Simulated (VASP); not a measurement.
Here is a VASP 6.6.1 calculation.

File POSCAR:

```
BP
1.0
    0.0000000000      2.2681829700      2.2681829700
    2.2681829700      0.0000000000      2.2681829700
    2.2681829700      2.2681829700      0.0000000000
B P
1 1
Direct
    0.0000000000      0.0000000000      0.0000000000
    0.2500000000      0.2500000000      0.2500000000
```

Contents of INCAR.step1:

```
SYSTEM = BP
ALGO = Normal
EDIFF = 1E-4
ENCUT = 520
GGA = PE
ISMEAR = -1
LASPH = .True.
LCHARG = .False.
LREAL = .False.
LWAVE = .True.
NELM = 60
PREC = Accurate
SIGMA = 0.02
```

File INCAR.step2:

```
SYSTEM = BP
ALGO = Normal
EDIFF = 1E-6
EDIFFG = -0.01
ENCUT = 520
IBRION = 2
ISIF = 2
ISMEAR = -1
ISTART = 1
LASPH = .True.
LCHARG = .False.
LMIXTAU = .True.
LREAL = .False.
LWAVE = .False.
METAGGA = R2SCAN
NELM = 60
NSW = 50
PREC = Accurate
SIGMA = 0.02
```

Contents of KPOINTS:

```
k-points
0
Gamma
  10 10 10
  0 0 0
```

Potentials or basis: VASP PAW PBE potentials, release 64 (B, P).

The run is started by

```bash
$ cat potpaw_PBE.64/B/POTCAR potpaw_PBE.64/P/POTCAR > POTCAR
$ cp INCAR.step1 INCAR
$ mpirun -np 1 vasp_std > vasp.out
$ cp INCAR.step2 INCAR
$ mpirun -np 1 vasp_std > vasp.out
```

(1) Estimate the band gap on the k mesh.

Results:

(1) 1.45 eV (least direct gap 3.64 eV).

Caveat: the relaxation stopped at its first step, so nothing moved.
